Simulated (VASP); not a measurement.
# SiGe2 (Imma) in VASP: further runs

Runs on SiGe2. Level: PBE. Tasks: single point.

Everything below comes from runs of VASP 6.6.1. Logs are shortened: lines on timing, memory, paths and dates and some standing lists are left out, and cuts for length are marked.

## Step 1: The cell of the first run

Symmetry: Imma, No. 74, orthorhombic system. Conventional cell: a = 5.011 Å, b = 5.119 Å, c = 8.398 Å, α = 90.00°, β = 90.00°, γ = 90.00°. Within 3.4 Å of Si (site symmetry mm2) lie 2 Si at 2.60 Å and 8 Ge at 2.65 to 3.40 Å. Within 3.5 Å of Ge (site symmetry mm2) lie 3 Si at 2.65 to 2.82 Å and 7 Ge at 2.65 to 3.34 Å. Ge (site symmetry mm2) has 5 Ge at 2.60 to 2.91 Å and 5 Si at 2.67 to 3.40 Å within 3.4 Å.

## Step 2: Single point, PBE

Input file INCAR:

```
PREC = Accurate
ENCUT = 520
EDIFF = 1E-7
ISMEAR = 0
SIGMA = 0.1
LREAL = False
LASPH = True
NELM = 100
ALGO = Normal
ISIF = 2
LWAVE = False
LCHARG = False
GGA = PE
NBANDS = 41
```

Input file KPOINTS:

```
regular mesh
0
Gamma
  10 10 10
```

Input file POSCAR:

```
SiGe2
1.0
   -2.5055779055      2.5595005956      4.1987711339
    2.5055779055     -2.5595005956      4.1987711339
    2.5055779055      2.5595005956     -4.1987711339
Si Ge
2 4
Direct
    0.9580307777      0.7080307777      0.2500000000
    0.0419692223      0.2919692223      0.7500000000
    0.6222434642      0.3722434642      0.2500000000
    0.2761646618      0.0261646618      0.2500000000
    0.7238353382      0.9738353382      0.7500000000
    0.3777565358      0.6277565358      0.7500000000
```

Potentials or basis: VASP PAW PBE potentials, release 64 (Si, Ge_d).

Started as:

```console
> cat potpaw_PBE.64/Si/POTCAR potpaw_PBE.64/Ge_d/POTCAR > POTCAR
> mpirun -np 1 vasp_std > vasp.out
```

OUTCAR:

```text
PREC = Accurate
   ENCUT = 520
   EDIFF = 1E-7
   ISMEAR = 0
   LREAL = False
   LASPH = True
   NELM = 100
   ISIF = 2
   GGA = PE

 ion  position               nearest neighbor table
   1  0.958  0.708  0.250-   2 2.60   2 2.60   6 2.65   6 2.65   4 2.67   3 2.82
   2  0.042  0.292  0.750-   1 2.60   1 2.60   3 2.65   3 2.65   5 2.67   6 2.82
   3  0.622  0.372  0.250-   2 2.65   2 2.65   5 2.65   5 2.65   1 2.82   4 2.91
   4  0.276  0.026  0.250-   5 2.60   5 2.60   6 2.65   6 2.65   1 2.67   3 2.91
   5  0.724  0.974  0.750-   4 2.60   4 2.60   3 2.65   3 2.65   2 2.67   6 2.91
   6  0.378  0.628  0.750-   1 2.65   1 2.65   4 2.65   4 2.65   2 2.82   5 2.91

  LATTYP: Found a body centered orthorhombic cell.
 ALAT       =     5.0111558110
 B/A-ratio  =     1.0215210591
 C/A-ratio  =     1.6757695399

  Lattice vectors:

 A1 = (  -2.5055779055,   2.5595005956,   4.1987711339)
 A2 = (   2.5055779055,  -2.5595005956,   4.1987711339)
 A3 = (   2.5055779055,   2.5595005956,  -4.1987711339)

Analysis of symmetry for initial positions (statically):
=====================================================================
 Subroutine PRICEL returns:
 Original cell was already a primitive cell.

 Routine SETGRP: Setting up the symmetry group for a
 body centered orthorhombic supercell.

 Subroutine GETGRP returns: Found  8 space group operations
 (whereof  4 operations were pure point group operations)
 out of a pool of  8 trial point group operations.

The static configuration has the point symmetry C_2h.
 The point group associated with its full space group is D_2h.

Analysis of symmetry for dynamics (positions and initial velocities):
=====================================================================
 Subroutine PRICEL returns:
 Original cell was already a primitive cell.

 Routine SETGRP: Setting up the symmetry group for a
 body centered orthorhombic supercell.

 Subroutine GETGRP returns: Found  8 space group operations
 (whereof  4 operations were pure point group operations)
 out of a pool of  8 trial point group operations.

The dynamic configuration has the point symmetry C_2h.
 The point group associated with its full space group is D_2h.

 Subroutine INISYM returns: Found  8 space group operations
 (whereof  4 operations are pure point group operations),
 and found     1 'primitive' translations

----------------------------------------------------------------------------------------

                                     Primitive cell

  volume of cell :     107.7073

  direct lattice vectors                    reciprocal lattice vectors
    -2.505577906  2.559500596  4.198771134     0.000000000  0.195350609  0.119082461
     2.505577906 -2.559500596  4.198771134     0.199554761  0.000000000  0.119082461
     2.505577906  2.559500596 -4.198771134     0.199554761  0.195350609  0.000000000

  length of vectors
     5.518934949  5.518934949  5.518934949     0.228784818  0.232384886  0.279256089

  position of ions in fractional coordinates (direct lattice)
     0.958030778  0.708030778  0.250000000
     0.041969222  0.291969222  0.750000000
     0.622243464  0.372243464  0.250000000
     0.276164662  0.026164662  0.250000000
     0.723835338  0.973835338  0.750000000
     0.377756536  0.627756536  0.750000000

  ion indices of the primitive-cell ions
   primitive index   ion index
                 1           1
                 2           2
                 3           3
                 4           4
                 5           5
                 6           6

----------------------------------------------------------------------------------------

 KPOINTS: regular mesh

Automatic generation of k-mesh.
 Grid dimensions read from file:
 generate k-points for:   10   10   10

 Generating k-lattice:

  Cartesian coordinates                     Fractional coordinates (reciprocal lattice)
     0.000000000  0.019535061  0.011908246     0.100000000 -0.000000000  0.000000000
     0.019955476  0.000000000  0.011908246    -0.000000000  0.100000000  0.000000000
     0.019955476  0.019535061  0.000000000     0.000000000  0.000000000  0.100000000

  Length of vectors
     0.022878482  0.023238489  0.027925609

  Shift w.r.t. Gamma in fractional coordinates (k-lattice)
     0.000000000  0.000000000  0.000000000

 Subroutine IBZKPT returns following result:
 ===========================================

 Found    171 irreducible k-points:

 Following reciprocal coordinates:
            Coordinates               Weight
  0.000000  0.000000  0.000000      1.000000
  0.100000  0.000000 -0.000000      4.000000
  0.200000  0.000000 -0.000000      4.000000
  0.300000  0.000000 -0.000000      4.000000
  0.400000  0.000000 -0.000000      4.000000
  0.500000  0.000000 -0.000000      2.000000
[... 16 lines left out ...]
 -0.400000  0.200000  0.000000      8.000000
 -0.300000  0.200000  0.000000      8.000000
 [... further k-points ...]
   k-points           NKPTS =    171   k-points in BZ     NKDIM =    171   number of bands    NBANDS=     41
   number of dos      NEDOS =    301   number of ions     NIONS =      6
   total plane-waves  NPLWV =  74088
   dimension x,y,z NGX =    42 NGY =   42 NGZ =   42
   dimension x,y,z NGXF=    84 NGYF=   84 NGZF=   84
   ions per type =               2   4
   NGX,Y,Z   is equivalent  to a cutoff of  12.65, 12.65, 12.65 a.u.
   NGXF,Y,Z  is equivalent  to a cutoff of  25.30, 25.30, 25.30 a.u.
 SYSTEM =  unknown system
   PREC   = accura    normal or accurate (medium, high low for compatibility)
   ISTART =      0    job   : 0-new  1-cont  2-samecut
   ICHARG =      2    charge: 1-file 2-atom 10-const
   ISPIN  =      1    spin polarized calculation?
   LNONCOLLINEAR =      F non collinear calculations
   LSORBIT =      F    spin-orbit coupling
   LASPH  =      T    aspherical Exc in radial PAW
   ENCUT  =  520.0 eV  38.22 Ry    6.18 a.u.  10.26 10.26 10.26*2*pi/ulx,y,z
   NELM   =    100;   NELMIN=  2; NELMDL= -5     # of ELM steps
   EDIFF  = 0.1E-06   stopping-criterion for ELM
   LREAL  =      F    real-space projection
   EDIFFG = 0.1E-05   stopping-criterion for IOM
   NSW    =      0    number of steps for IOM
   IBRION =     -1    ionic relax: 0-MD 1-quasi-New 2-CG
   NFREE  =      0    steps in history (QN), initial steepest desc. (CG)
   ISIF   =      2    stress and relaxation
   ISYM   =      2    0-nonsym 1-usesym 2-fastsym
   POTIM  = 0.5000    time-step for ionic-motion
   TEBEG  =    0.0;   TEEND  =   0.0 temperature during run
   PSTRESS=    0.0 pullay stress
   NELECT =      64.0000    total number of electrons
   NUPDOWN=      -1.0000    fix difference up-down
   EMIN   =  10.00;   EMAX   =-10.00  energy-range for DOS
   EFERMI =   0.00;   METHOD = LEGACY
   ISMEAR =     0;   SIGMA  =   0.10  broadening in eV -4-tet -1-fermi 0-gaus
   EFERMI_NEDOS =   21; number of points for ismear=-14 and -15
   IALGO  =     38    algorithm
   IMIX   =      4    mixing-type and parameters
     AMIX     =   0.40;   BMIX     =  1.00
     AMIX_MAG =   1.60;   BMIX_MAG =  1.00
  volume/ion in A,a.u.               =      17.95       121.14
  Fermi-wavevector in a.u.,A,eV,Ry     =   1.376321  2.600869 25.772962  1.894259
  Thomas-Fermi vector in A             =   2.501576
   LORBIT       =      0    0 simple, 1 ext, 2 COOP (PROOUT), +10 PAW based schemes
   GGA     = PE    functional components
   LHFCALC =     F    Hartree Fock is set to
   AEXX    =    0.0000 exact exchange contribution
   IVDW    =     0    specifies the selected vdW correction
   LEPSILON=     F    determine dielectric tensor
   LRPA    =     F    only Hartree local field effects (RPA)
 non-spin polarized calculation
 Gauss-broadening in eV      SIGMA  =   0.10
  energy-cutoff  :      520.00
  volume of cell :      107.71
 maximum number of plane-waves:      2923
 NGX is ok and might be reduce to    42
   NGX = 21   NGY = 21   NGZ = 21

 number of electron      64.0000021 magnetization

 Free energy of the ion-electron system (eV)
  ---------------------------------------------------
  ext. energy  EPLUGINS =         0.00000000
  ---------------------------------------------------
  free energy    TOTEN  =       -27.15467742 eV

  energy without entropy =      -27.14449225  energy(sigma->0) =      -27.14958483

 E-fermi :   7.1781     XC(G=0): -11.0710

 val. band max:        7.1751357036   @ k =   0.2000   0.5000   0.0000
 cond. band min:       7.1785164561   @ k =  -0.4000   0.5000   0.3000
 fundamental gap:      0.0033807525
 Fermi energy:         7.1780776266

 k-point     1 :       0.0000    0.0000    0.0000
  band No.  band energies     occupation
      1     -17.5860      2.00000
      2     -17.4925      2.00000
      3     -17.4893      2.00000
      4     -17.4775      2.00000
      5     -17.4646      2.00000
      6     -17.4405      2.00000
[... 33 lines left out ...]
     40      13.9495      0.00000
     41      14.1473      0.00000

 k-point     2 :       0.1000    0.0000   -0.0000
  band No.  band energies     occupation
      1     -17.5825      2.00000
      2     -17.4936      2.00000
      3     -17.4871      2.00000
      4     -17.4778      2.00000
      5     -17.4593      2.00000
      6     -17.4401      2.00000
[... 33 lines left out ...]
     40      13.9204      0.00000
     41      14.1930      0.00000

 k-point     3 :       0.2000    0.0000   -0.0000
  band No.  band energies     occupation
      1     -17.5720      2.00000
      2     -17.4950      2.00000
      3     -17.4807      2.00000
      4     -17.4788      2.00000
      5     -17.4470      2.00000
      6     -17.4408      2.00000
[... 33 lines left out ...]
     40      13.7207      0.00000
     41      14.0487      0.00000

 k-point     4 :       0.3000    0.0000   -0.0000
  band No.  band energies     occupation
      1     -17.5555      2.00000
      2     -17.4957      2.00000
      3     -17.4807      2.00000
      4     -17.4711      2.00000
      5     -17.4541      2.00000
      6     -17.4379      2.00000
[... 825 lines left out ...]
     40      11.6936      0.00000
     41      12.3707      0.00000

 k-point    23 :      -0.4000    0.2000    0.0000
  band No.  band energies     occupation
      1     -17.5316      2.00000
      2     -17.5040      2.00000
      3     -17.4979      2.00000
      4     -17.4764      2.00000
      5     -17.4569      2.00000
      6     -17.4549      2.00000
[... 33 lines left out ...]
     40      13.2246      0.00000
     41      13.6696      0.00000

 k-point    24 :      -0.3000    0.2000    0.0000
  band No.  band energies     occupation
      1     -17.5521      2.00000
      2     -17.5011      2.00000
      3     -17.4988      2.00000
      4     -17.4707      2.00000
      5     -17.4624      2.00000
      6     -17.4552      2.00000
[... 33 lines left out ...]
     40      13.4497      0.00000
     41      14.2477      0.00000

 [... further k-points ...]
[... 5 lines left out ...]
  --------------------------------------------------------------------------------------
  -------------------------------------------------------------------------------------
  Total        0.0067318     -0.0228973     -0.0001285      0.0000000      0.0000000      0.0000000
  in kB        0.1001381     -0.3406044     -0.0019117      0.0000000      0.0000000      0.0000000
  external PRESSURE =      -0.0807927 kB  Pullay stress =       0.0000000 kB

 VOLUME and BASIS-vectors are now :
 -----------------------------------------------------------------------------
  energy-cutoff  :      520.00
  volume of cell :      107.71
      direct lattice vectors                 reciprocal lattice vectors
    -2.505577906  2.559500596  4.198771134     0.000000000  0.195350609  0.119082461
     2.505577906 -2.559500596  4.198771134     0.199554761  0.000000000  0.119082461
     2.505577906  2.559500596 -4.198771134     0.199554761  0.195350609  0.000000000

 POSITION                                       TOTAL-FORCE (eV/Angst)
 -----------------------------------------------------------------------------------
     -0.00000      1.27975      5.94572         0.000000     -0.000000     -0.001886
      2.50558      1.27975     -1.74695         0.000000      0.000000      0.001886
     -0.00000      1.27975      3.12593        -0.000000     -0.000000     -0.001002
      0.00000      1.27975      0.21972         0.000000     -0.000000     -0.000827
      2.50558      1.27975      3.97905        -0.000000      0.000000      0.000827
      2.50558      1.27975      1.07284        -0.000000     -0.000000      0.001002
 -----------------------------------------------------------------------------------
    total drift:                                0.000000      0.000000     -0.000000

  FREE ENERGIE OF THE ION-ELECTRON SYSTEM (eV)
  ---------------------------------------------------
  free  energy   TOTEN  =       -27.1546774150 eV

  energy  without entropy=      -27.1444922493  energy(sigma->0) =      -27.14958483
```

Wall time 19 min (1 thread of Intel Xeon 6975P-C, shared host); peak memory 0.66 GiB.

Results:

```yaml
Free_energy: -27.1547 eV
Pressure: 0.0 GPa
Band_gap_on_the_k_mesh: zero (band 32 reaches 8.50 eV, above the bottom of band 33 at 4.70 eV)
```

## Step 3: Single point, PBE

Input file INCAR:

```
SYSTEM = SiGe2
PREC = Accurate
ENCUT = 520
EDIFF = 1E-6
ISMEAR = 0
SIGMA = 0.1
LREAL = .FALSE.
LASPH = .TRUE.
NELM = 100
ALGO = Normal
ISIF = 2
LWAVE = .FALSE.
LCHARG = .FALSE.
GGA = PE
NBANDS = 41
```

Input file KPOINTS:

```
Automatic mesh
0
G
  6 6 6
  0 0 0
```

Input file POSCAR:

```
SiGe2
1.0
   -2.4681487700      2.5969838000      4.1939889700
    2.4681487700     -2.5969838000      4.1939889700
    2.4681487700      2.5969838000     -4.1939889700
Si Ge
2 4
Direct
    0.9356666700      0.6856666700      0.2500000000
    0.0643333300      0.3143333300      0.7500000000
    0.6023333300      0.3523333300      0.2500000000
    0.2690000000      0.0190000000      0.2500000000
    0.7310000000      0.9810000000      0.7500000000
    0.3976666700      0.6476666700      0.7500000000
```

Potentials or basis: VASP PAW PBE potentials, release 64 (Si, Ge_d).

Started as:

```console
> cat potpaw_PBE.64/Si/POTCAR potpaw_PBE.64/Ge_d/POTCAR > POTCAR
> mpirun -np 1 vasp_std > vasp.out
```

OUTCAR:

```text
SYSTEM = SiGe2
   PREC = Accurate
   ENCUT = 520
   EDIFF = 1E-6
   ISMEAR = 0
   LREAL = .FALSE.
   LASPH = .TRUE.
   NELM = 100
   ISIF = 2
   GGA = PE

 ion  position               nearest neighbor table
   1  0.936  0.686  0.250-   6 2.62   6 2.62   2 2.69   2 2.69   4 2.80   3 2.80   5 3.01   5 3.01

   2  0.064  0.314  0.750-   3 2.62   3 2.62   1 2.69   1 2.69   5 2.80   6 2.80   4 3.01   4 3.01

   3  0.602  0.352  0.250-   2 2.62   2 2.62   5 2.69   5 2.69   4 2.80   1 2.80
   4  0.269  0.019  0.250-   5 2.62   5 2.62   6 2.69   6 2.69   1 2.80   3 2.80   2 3.01   2 3.01

   5  0.731  0.981  0.750-   4 2.62   4 2.62   3 2.69   3 2.69   2 2.80   6 2.80   1 3.01   1 3.01

   6  0.398  0.648  0.750-   1 2.62   1 2.62   4 2.69   4 2.69   5 2.80   2 2.80

  LATTYP: Found a body centered orthorhombic cell.
 ALAT       =     4.9362975400
 B/A-ratio  =     1.0521990536
 C/A-ratio  =     1.6992448028

  Lattice vectors:

 A1 = (  -2.4681487700,   2.5969838000,   4.1939889700)
 A2 = (   2.4681487700,  -2.5969838000,   4.1939889700)
 A3 = (   2.4681487700,   2.5969838000,  -4.1939889700)

[... 181 lines left out ...]
  free energy    TOTEN  =       -27.05278805 eV

  energy without entropy =      -27.04336156  energy(sigma->0) =      -27.04807480

 E-fermi :   7.2444     XC(G=0): -11.0849

 val. band max:        7.2053965372   @ k =  -0.1667   0.1667   0.1667
 cond. band min:       7.2501087898   @ k =   0.5000   0.3333   0.0000
 fundamental gap:      0.0447122527
 Fermi energy:         7.2444024164

 k-point     1 :       0.0000    0.0000    0.0000
  band No.  band energies     occupation
      1     -17.5423      2.00000
      2     -17.4593      2.00000
      3     -17.4535      2.00000
      4     -17.4499      2.00000
      5     -17.4373      2.00000
      6     -17.4338      2.00000
[... 1045 lines left out ...]
     40      11.7536      0.00000
     41      11.7980      0.00000

 [... further k-points ...]
[... 5 lines left out ...]
  --------------------------------------------------------------------------------------
  -------------------------------------------------------------------------------------
  Total       -1.0550849      0.7254476      0.0779520      0.0000000      0.0000000      0.0000000
  in kB      -15.7206377     10.8090809      1.1614749      0.0000000      0.0000000      0.0000000
  external PRESSURE =      -1.2500273 kB  Pullay stress =       0.0000000 kB

 VOLUME and BASIS-vectors are now :
 -----------------------------------------------------------------------------
  energy-cutoff  :      520.00
  volume of cell :      107.53
      direct lattice vectors                 reciprocal lattice vectors
    -2.468148770  2.596983800  4.193988970     0.000000000  0.192531043  0.119218244
     2.468148770 -2.596983800  4.193988970     0.202580981  0.000000000  0.119218244
     2.468148770  2.596983800 -4.193988970     0.202580981  0.192531043  0.000000000

 POSITION                                       TOTAL-FORCE (eV/Angst)
 -----------------------------------------------------------------------------------
     -0.00000      1.29849      5.75136         0.000000      0.000000      0.360153
      2.46815      1.29849     -1.55737        -0.000000     -0.000000     -0.360153
      0.00000      1.29849      2.95536        -0.000000      0.000000      0.231884
      0.00000      1.29849      0.15937         0.000000      0.000000     -0.313947
      2.46815      1.29849      4.03462        -0.000000     -0.000000      0.313947
      2.46815      1.29849      1.23862         0.000000     -0.000000     -0.231884
 -----------------------------------------------------------------------------------
    total drift:                                0.000000      0.000000     -0.000000

  FREE ENERGIE OF THE ION-ELECTRON SYSTEM (eV)
  ---------------------------------------------------
  free  energy   TOTEN  =       -27.0527880500 eV

  energy  without entropy=      -27.0433615596  energy(sigma->0) =      -27.04807480
```

OSZICAR:

```text
N       E                     dE             d eps       ncg     rms          rms(c)
DAV:   1     0.609648452368E+03    0.60965E+03   -0.29733E+04  4550   0.399E+03
DAV:   2     0.832488838595E+02   -0.52640E+03   -0.50337E+03  3772   0.897E+02
DAV:   3    -0.206041301068E+02   -0.10385E+03   -0.10044E+03  4187   0.212E+02
DAV:   4    -0.269515524917E+02   -0.63474E+01   -0.62364E+01  4510   0.587E+01
DAV:   5    -0.271122500526E+02   -0.16070E+00   -0.16040E+00  4384   0.104E+01    0.440E+00
DAV:   6    -0.270680715809E+02    0.44178E-01   -0.11588E-01  5234   0.352E+00    0.246E+00
DAV:   7    -0.270530451971E+02    0.15026E-01   -0.62961E-02  4927   0.302E+00    0.336E-01
DAV:   8    -0.270526205961E+02    0.42460E-03   -0.86763E-03  4844   0.281E+00    0.136E-01
DAV:   9    -0.270527179986E+02   -0.97402E-04   -0.20455E-03  6014   0.118E+00    0.704E-02
DAV:  10    -0.270527968450E+02   -0.78846E-04   -0.66569E-04  4378   0.347E-01    0.295E-02
DAV:  11    -0.270527881727E+02    0.86723E-05   -0.77561E-05  4863   0.135E-01    0.860E-03
DAV:  12    -0.270527880500E+02    0.12273E-06   -0.58286E-06  4426   0.863E-02
   1 F= -.27052788E+02 E0= -.27048075E+02  d E =-.942649E-02
```

Wall time 2.8 min (1 thread of Intel Xeon Platinum 8375C at 2.90GHz (Ice Lake), shared host); peak memory 0.33 GiB.

Results:

| Item | Value |
| --- | --- |
| Free energy | -27.0528 eV |
| Pressure | -0.1 GPa |
| Largest force | 0.360 eV/Å |
| Band gap on the k mesh | zero (band 32 reaches 8.41 eV, above the bottom of band 33 at 4.76 eV) |

Forces on the atoms (eV/Å):
```
Si   0.000  0.000  0.360
Si   0.000  0.000 -0.360
Ge   0.000  0.000  0.232
Ge   0.000  0.000 -0.314
Ge   0.000  0.000  0.314
Ge   0.000  0.000 -0.232
```
